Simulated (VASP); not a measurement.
A run of VASP 6.6.1 is set up as follows.

The input INCAR:

```
SYSTEM = InP
PREC     = Accurate       ! precision mode
ENCUT    = 520            ! plane-wave cutoff, eV
EDIFF    = 1E-6           ! SCF threshold, eV
ISMEAR   = -1             ! smearing method
SIGMA    = 0.05           ! smearing width, eV
LREAL    = .False.        ! projectors in reciprocal space
LASPH    = .True.         ! aspherical terms in the spheres
NELM     = 100            ! most SCF steps
ALGO     = Normal         ! electronic algorithm
ISIF     = 2              ! what is computed and relaxed
LWAVE    = .False.        ! write WAVECAR
LCHARG   = .True.         ! write CHGCAR
GGA      = CA             ! functional
LELF     = .True.         ! ELF
LVHAR    = .True.       
NBANDS   = 16             ! bands
```

Contents of KPOINTS:

```
Automatic mesh
0
Gamma
  11 11 11
  0 0 0
```

Contents of POSCAR:

```
InP
1.0
    0.0000000000      2.8358383488      2.8358383488
    2.8358383488      0.0000000000      2.8358383488
    2.8358383488      2.8358383488      0.0000000000
In P
1 1
Direct
    0.0000000000      0.0000000000      0.0000000000
    0.5000000000      0.5000000000      0.5000000000
```

Potentials or basis: VASP PAW LDA potentials, release 64 (In_d, P).

Run with:

```sh
$ cat potpaw_LDA.64/In_d/POTCAR potpaw_LDA.64/P/POTCAR > POTCAR
$ mpirun -np 1 vasp_std > vasp.out
```

Problem. What does it give for the band gap on the k mesh?

Solution. Zero (bands 9 and 10 overlap by 2.40 eV).

Problem. Estimate the pressure.

Solution. -8.8 GPa.

Caveat: the cell stands under tension; spin-orbit coupling is left out, which moves the levels of the heavy elements.
